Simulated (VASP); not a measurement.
Wanted: the native input for a VASP 6.6.1 run.

* Task: single point
* Functional: PBE
* Potentials or basis: VASP PAW PBE potentials, release 64 (Cr_pv, Be)
* Cutoff: 520 eV
* k mesh: 6 × 6 × 6
* Occupations: fermi-dirac, width 0.05 eV
* Spin: collinear spin, ferromagnetic start
* Starting moments: [2.26667, 2.26667, 2.26667, 0.0] μB
* Fixed moment: 6.8 μB
* Dipole correction: no
* Further INCAR settings: ALGO = Normal; EDIFF = 1e-06; NBANDS = 31

The structure of BeCr3 lies in POSCAR:

```
BeCr3
1.0
    3.5112140000      0.0000000000      0.0000000000
    0.0000000000      3.5112140000      0.0000000000
    0.0000000000      0.0000000000      3.5112140000
Cr Be
3 1
Direct
    0.5000000000      0.5000000000      0.0000000000
    0.5000000000      0.0000000000      0.5000000000
    0.0000000000      0.5000000000      0.5000000000
    0.0000000000      0.0000000000      0.0000000000
```

These files were run (other wordings do the same):

INCAR

```
SYSTEM = BeCr3
PREC = Accurate
ENCUT = 520
EDIFF = 1E-6
ISMEAR = -1
SIGMA = 0.05
LREAL = .FALSE.
LASPH = .TRUE.
NELM = 150
ALGO = Normal
ISIF = 2
LWAVE = .FALSE.
LCHARG = .FALSE.
ISPIN = 2
MAGMOM = 2.26667 2.26667 2.26667 0
LORBIT = 11
NUPDOWN = 6.8
LMAXMIX = 4
GGA = PE
NBANDS = 31
```

KPOINTS

```
Automatic mesh
0
G
  6 6 6
  0 0 0
```

Potentials or basis: VASP PAW PBE potentials, release 64 (Cr_pv, Be).

Launch:

```console
$ cat potpaw_PBE.64/Cr_pv/POTCAR potpaw_PBE.64/Be/POTCAR > POTCAR
$ mpirun -np 1 vasp_std > vasp.out
```

Results of the run:

```yaml
Pressure: 25.0 GPa
Net_moment: 6.80 μB per cell
Site_moments: Cr +2.16; Be -0.06 μB
Valence_electrons_inside_the_program's_atomic_spheres: Cr 11.07; Be 1.18
```

Caveat: the total moment is fixed, so each spin has its own Fermi level.

It took 58 s on 1 thread of Intel(R) Xeon(R) Platinum 8488C (Sapphire Rapids), on a shared host, peak memory 0.19 GiB.
